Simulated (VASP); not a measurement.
# WSe2 (P-1) in VASP: electric field gradients with PBE

Aim: the electric field gradients of WSe2 with PBE.

Program: VASP 6.6.1. These are calculated values, not measurements. Logs are shortened: lines on timing, memory, paths and dates and some standing lists are left out, and cuts for length are marked.

## 1. The cell of the first run

The typed cell holds 6 atoms: a = 3.291 Å, b = 3.333 Å, c = 12.973 Å, α = 90.62°, β = 91.71°, γ = 121.27°.

## 2. Electric field gradients, PBE (equal xy, yz and zx shear strains of -3 %)

File INCAR:

```
PREC     = Accurate       # precision mode
ENCUT    = 520            # plane-wave cutoff, eV
EDIFF    = 1E-8           # SCF threshold, eV
ISMEAR   = -1             # smearing method
SIGMA    = 0.08           # smearing width, eV
LREAL    = False          # projectors in reciprocal space
LASPH    = True           # aspherical terms in the spheres
NELM     = 60             # most SCF steps
ALGO     = Normal         # electronic algorithm
ISIF     = 2              # what is computed and relaxed
LWAVE    = False          # write WAVECAR
LCHARG   = False          # write CHGCAR
GGA      = PE             # functional
LEFG     = True         
NBANDS   = 35             # bands
```

File KPOINTS:

```
Automatic mesh
0
Gamma
  11 11 3
```

File POSCAR:

```
WSe2
1.0
    3.2899984505     -0.0493499768     -0.0493499768
   -1.6877375588      2.8738972249     -0.0180633452
   -0.1945500000     -0.1945500000     12.9700000000
W Se
2 4
Direct
    0.3333333333      0.6666666667      0.2500000000
    0.6666666667      0.3333333333      0.7500000000
    0.3333333333      0.6666666667      0.6210000000
    0.6666666667      0.3333333333      0.1210000000
    0.3333333333      0.6666666667      0.8790000000
    0.6666666667      0.3333333333      0.3790000000
```

Potentials or basis: VASP PAW PBE potentials, release 64 (W_sv, Se).

Started as:

```sh
cat potpaw_PBE.64/W_sv/POTCAR potpaw_PBE.64/Se/POTCAR > POTCAR
mpirun -np 1 vasp_std > vasp.out
```

OUTCAR:

```text
PREC = Accurate
   ENCUT = 520
   EDIFF = 1E-8
   ISMEAR = -1
   LREAL = False
   LASPH = True
   NELM = 60
   ISIF = 2
   GGA = PE

 ion  position               nearest neighbor table
   1  0.333  0.667  0.250-   4 2.46   6 2.49   6 2.54   4 2.56   6 2.56   4 2.57
   2  0.667  0.333  0.750-   5 2.46   3 2.49   3 2.54   5 2.56   3 2.56   5 2.57
   3  0.333  0.667  0.621-   2 2.49   2 2.54   2 2.56
   4  0.667  0.333  0.121-   1 2.46   1 2.56   1 2.57
   5  0.333  0.667  0.879-   2 2.46   2 2.56   2 2.57
   6  0.667  0.333  0.379-   1 2.49   1 2.54   1 2.56

  LATTYP: Found a triclinic cell.
 ALAT       =     3.2480535214
 B/A-ratio  =     1.0131417463
 C/A-ratio  =     3.9940591608
 COS(alpha) =     0.0297616073
 COS(beta)  =     0.0411893908
 COS(gamma) =     0.4804578458

  Lattice vectors:

 A1 = (   1.6022608917,   2.8245472481,  -0.0674133220)
 A2 = (   3.2899984505,  -0.0493499768,  -0.0493499768)
 A3 = (   0.1945500000,   0.1945500000, -12.9700000000)

Analysis of symmetry for initial positions (statically):
=====================================================================
 Subroutine PRICEL returns:
 Original cell was already a primitive cell.

 Routine SETGRP: Setting up the symmetry group for a
 triclinic supercell.

 Subroutine GETGRP returns: Found  2 space group operations
 (whereof  2 operations were pure point group operations)
 out of a pool of  2 trial point group operations.

The static configuration has the point symmetry S_2 .

Analysis of symmetry for dynamics (positions and initial velocities):
=====================================================================
 Subroutine PRICEL returns:
 Original cell was already a primitive cell.

 Routine SETGRP: Setting up the symmetry group for a
 triclinic supercell.

 Subroutine GETGRP returns: Found  2 space group operations
 (whereof  2 operations were pure point group operations)
 out of a pool of  2 trial point group operations.

The dynamic configuration has the point symmetry S_2 .

 Subroutine INISYM returns: Found  2 space group operations
 (whereof  2 operations are pure point group operations),
 and found     1 'primitive' translations

----------------------------------------------------------------------------------------

                                     Primitive cell

  volume of cell :     121.4971

  direct lattice vectors                    reciprocal lattice vectors
     3.289998451 -0.049349977 -0.049349977     0.306764040  0.180197514  0.007304423
    -1.687737559  2.873897225 -0.018063345     0.005347209  0.351133390  0.005347209
    -0.194550000 -0.194550000 12.970000000     0.001174664  0.001174664  0.077136242

  length of vectors
     3.290738617  3.332877077 12.972917922     0.355849230  0.351214810  0.077154128

  position of ions in fractional coordinates (direct lattice)
     0.333333333  0.666666667  0.250000000
     0.666666667  0.333333333  0.750000000
     0.333333333  0.666666667  0.621000000
     0.666666667  0.333333333  0.121000000
     0.333333333  0.666666667  0.879000000
     0.666666667  0.333333333  0.379000000

  ion indices of the primitive-cell ions
   primitive index   ion index
                 1           1
                 2           2
                 3           3
                 4           4
                 5           5
                 6           6

----------------------------------------------------------------------------------------

 KPOINTS: Automatic mesh

Automatic generation of k-mesh.
 Grid dimensions read from file:
 generate k-points for:   11   11    3

[... 47 lines left out ...]
   total plane-waves  NPLWV =  64512
   dimension x,y,z NGX =    24 NGY =   28 NGZ =   96
   dimension x,y,z NGXF=    48 NGYF=   56 NGZF=  192
   ions per type =               2   4
   NGX,Y,Z   is equivalent  to a cutoff of  12.12, 13.97, 12.30 a.u.
   NGXF,Y,Z  is equivalent  to a cutoff of  24.25, 27.93, 24.60 a.u.
 SYSTEM =  unknown system
   PREC   = accura    normal or accurate (medium, high low for compatibility)
   ISTART =      0    job   : 0-new  1-cont  2-samecut
   ICHARG =      2    charge: 1-file 2-atom 10-const
   ISPIN  =      1    spin polarized calculation?
   LNONCOLLINEAR =      F non collinear calculations
   LSORBIT =      F    spin-orbit coupling
   LASPH  =      T    aspherical Exc in radial PAW
   ENCUT  =  520.0 eV  38.22 Ry    6.18 a.u.   6.12  6.20 24.12*2*pi/ulx,y,z
   NELM   =     60;   NELMIN=  2; NELMDL= -5     # of ELM steps
   EDIFF  = 0.1E-07   stopping-criterion for ELM
   LREAL  =      F    real-space projection
   EDIFFG = 0.1E-06   stopping-criterion for IOM
   NSW    =      0    number of steps for IOM
   IBRION =     -1    ionic relax: 0-MD 1-quasi-New 2-CG
   NFREE  =      0    steps in history (QN), initial steepest desc. (CG)
   ISIF   =      2    stress and relaxation
   ISYM   =      2    0-nonsym 1-usesym 2-fastsym
   POTIM  = 0.5000    time-step for ionic-motion
   TEBEG  =    0.0;   TEEND  =   0.0 temperature during run
   PSTRESS=    0.0 pullay stress
   NELECT =      52.0000    total number of electrons
   NUPDOWN=      -1.0000    fix difference up-down
   EMIN   =  10.00;   EMAX   =-10.00  energy-range for DOS
   EFERMI =   0.00;   METHOD = LEGACY
   ISMEAR =    -1;   SIGMA  =   0.08  broadening in eV -4-tet -1-fermi 0-gaus
   EFERMI_NEDOS =   21; number of points for ismear=-14 and -15
   IALGO  =     38    algorithm
   IMIX   =      4    mixing-type and parameters
     AMIX     =   0.40;   BMIX     =  1.00
     AMIX_MAG =   1.60;   BMIX_MAG =  1.00
  volume/ion in A,a.u.               =      20.25       136.65
  Fermi-wavevector in a.u.,A,eV,Ry     =   1.233732  2.331415 20.709340  1.522094
  Thomas-Fermi vector in A             =   2.368450
   LORBIT       =      0    0 simple, 1 ext, 2 COOP (PROOUT), +10 PAW based schemes
   GGA     = PE    functional components
   LHFCALC =     F    Hartree Fock is set to
   AEXX    =    0.0000 exact exchange contribution
   IVDW    =     0    specifies the selected vdW correction
   LEPSILON=     F    determine dielectric tensor
   LRPA    =     F    only Hartree local field effects (RPA)
 non-spin polarized calculation
  energy-cutoff  :      520.00
  volume of cell :      121.50
 maximum number of plane-waves:      3301
   NGX = 13   NGY = 13   NGZ = 49

 number of electron      52.0000003 magnetization

 Free energy of the ion-electron system (eV)
  ---------------------------------------------------
  ext. energy  EPLUGINS =         0.00000000
  ---------------------------------------------------
  free energy    TOTEN  =       -43.00053495 eV

  energy without entropy =      -43.00042881  energy(sigma->0) =      -43.00048188

 E-fermi :   6.7192     XC(G=0): -10.7573

 val. band max:        6.2913519367   @ k =   0.0000   0.0000   0.0000
 cond. band min:       7.2189388688   @ k =   0.1818   0.1818  -0.0000
 fundamental gap:      0.9275869321
 Fermi energy:         6.7191694740

 k-point     1 :       0.0000    0.0000    0.0000
  band No.  band energies     occupation
      1     -68.0468      2.00000
      2     -68.0468      2.00000
      3     -32.2969      2.00000
      4     -32.2969      2.00000
      5     -32.1927      2.00000
      6     -32.1927      2.00000
[... 901 lines left out ...]
     34      10.9996      0.00000
     35      11.8540      0.00000

 [... further k-points ...]
[... 5 lines left out ...]
  --------------------------------------------------------------------------------------
  -------------------------------------------------------------------------------------
  Total        3.1028904      3.1577362      4.0088722      2.0571225      3.1731455      3.1787210
  in kB       40.9176989     41.6409488     52.8648468     27.1271969     41.8441507     41.9176739
  external PRESSURE =      45.1411648 kB  Pullay stress =       0.0000000 kB

 VOLUME and BASIS-vectors are now :
 -----------------------------------------------------------------------------
  energy-cutoff  :      520.00
  volume of cell :      121.50
      direct lattice vectors                 reciprocal lattice vectors
     3.289998451 -0.049349977 -0.049349977     0.306764040  0.180197514  0.007304423
    -1.687737559  2.873897225 -0.018063345     0.005347209  0.351133390  0.005347209
    -0.194550000 -0.194550000 12.970000000     0.001174664  0.001174664  0.077136242

 POSITION                                       TOTAL-FORCE (eV/Angst)
 -----------------------------------------------------------------------------------
     -0.07713      1.85084      3.21401         0.303608      0.013272      0.071709
      1.48484      0.77915      9.68858        -0.303608     -0.013272     -0.071709
     -0.14931      1.77867      8.02588        -0.285115     -0.436302     -0.239985
      1.60721      0.90153      1.53045        -0.601741     -0.449296     -0.314763
     -0.19950      1.72847     11.37214         0.601741      0.449296      0.314763
      1.55702      0.85133      4.87671         0.285115      0.436302      0.239985
 -----------------------------------------------------------------------------------
    total drift:                                0.000000      0.000000     -0.000000

  FREE ENERGIE OF THE ION-ELECTRON SYSTEM (eV)
  ---------------------------------------------------
  free  energy   TOTEN  =       -43.0005349541 eV

  energy  without entropy=      -43.0004288082  energy(sigma->0) =      -43.00048188

 Electric field gradients (V/A^2)
---------------------------------------------------------------------
 ion       V_xx      V_yy      V_zz      V_xy      V_xz      V_yz
---------------------------------------------------------------------
   1      77.103    74.904  -152.007   -33.477   -51.199   -51.167
   2      77.103    74.904  -152.007   -33.477   -51.199   -51.167
   3      45.593    29.120   -74.713     3.751   -12.578   -17.995
   4      29.323    46.666   -75.990   -13.112   -23.849   -18.405
   5      29.323    46.666   -75.990   -13.112   -23.849   -18.405
   6      45.593    29.120   -74.713     3.751   -12.578   -17.995
---------------------------------------------------------------------

 Electric field gradients after diagonalization (V/A^2)
 (convention: |V_zz| > |V_xx| > |V_yy|)
----------------------------------------------------------------------
 ion       V_xx      V_yy      V_zz     asymmetry (V_yy - V_xx)/ V_zz
----------------------------------------------------------------------
   1     109.507    66.478  -175.985       0.244
   2     109.507    66.478  -175.985       0.244
   3      48.713    30.148   -78.861       0.235
   4      53.952    30.491   -84.442       0.278
   5      53.952    30.491   -84.442       0.278
   6      48.713    30.148   -78.861       0.235
----------------------------------------------------------------------

           NMR quadrupolar parameters

 Cq : quadrupolar parameter    Cq=e*Q*V_zz/h
 eta: asymmetry parameters     (V_yy - V_xx)/ V_zz
 Q  : nuclear electric quadrupole moment in mb (millibarn)
----------------------------------------------------------------------
 ion       Cq(MHz)       eta       Q (mb)
----------------------------------------------------------------------
   1      -0.426       0.244       1.000
   2      -0.426       0.244       1.000
   3      -0.191       0.235       1.000
   4      -0.204       0.278       1.000
   5      -0.204       0.278       1.000
   6      -0.191       0.235       1.000
----------------------------------------------------------------------
```

It took 22 min on 1 thread of Oxide Virtual Turin-like, shared host; peak memory 0.66 GiB.

Results:

```yaml
Free_energy: -43.0005 eV
Pressure: 4.5 GPa
Largest_force: 0.814 eV/Å
Band_gap_on_the_k_mesh: 0.93 eV (least direct gap 1.69 eV)
Largest_electric_field_gradient_by_atom: W -176.0; Se -78.9, -84.4 (each value once) V/Å²
```

Forces on the atoms (eV/Å):
```
W    0.304  0.013  0.072
W   -0.304 -0.013 -0.072
Se  -0.285 -0.436 -0.240
Se  -0.602 -0.449 -0.315
Se   0.602  0.449  0.315
Se   0.285  0.436  0.240
```

Electric field gradients, principal values (V/Å²):
```tsv
atom	least	middle	greatest (by size)
1 W	66.478	109.507	-175.985
2 W	66.478	109.507	-175.985
3 Se	30.148	48.713	-78.861
4 Se	30.491	53.952	-84.442
5 Se	30.491	53.952	-84.442
6 Se	30.148	48.713	-78.861
```

Caveat: the cell differs from its parent crystal (equal xy, yz and zx shear strains of -3 %); the cell stands under pressure; without QUAD_EFG the Cq values of the log hold for a quadrupole moment of 1 mb, not for the nuclei; spin-orbit coupling is left out, which moves the levels of the heavy elements. A k mesh can miss the band edges.
